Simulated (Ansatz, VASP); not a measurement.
## Sn2Ir in VASP and in Ansatz

```
Sn Ir
1.0
     4.45750    0.00000    0.00000
    -2.22875    3.86031    0.00000
     0.00000    0.00000   21.45930
Sn Ir
4 2
Cartesian
  0.0000 0.0000 8.0000
  2.2288 1.2868 9.8198
  0.0000 2.5735 11.6395
  0.0000 0.0000 13.4593
  0.0000 2.5735 8.9099
  2.2288 1.2868 12.5494
```

Alike in both runs: task single point; functional LDA; k mesh 9 × 9 × 1; occupations fermi-dirac, width 0.08 eV; no spin polarisation.

|  | VASP | Ansatz |
| --- | --- | --- |
| version | VASP 6.6.1 | Ansatz 0.2.0 |
| potentials or method | VASP PAW LDA potentials, release 64 (Sn_d, Ir), cutoff 520 eV | all-electron LAPW, scalar-relativistic |

```csv
,VASP,Ansatz,Ansatz less VASP
gap on the k mesh at the Fermi level (eV),none,none,-
rms of the force components (eV/Å),0.111,0.118,+0.0068
```

LDA's correlation is that of Perdew and Zunger in VASP and of Perdew and Wang (1992) in Ansatz. A gap of «none» marks a metal or a gap that the smearing closes. Ansatz ran all-electron here, and VASP with PAW potentials.

Neither program's run includes spin-orbit coupling.
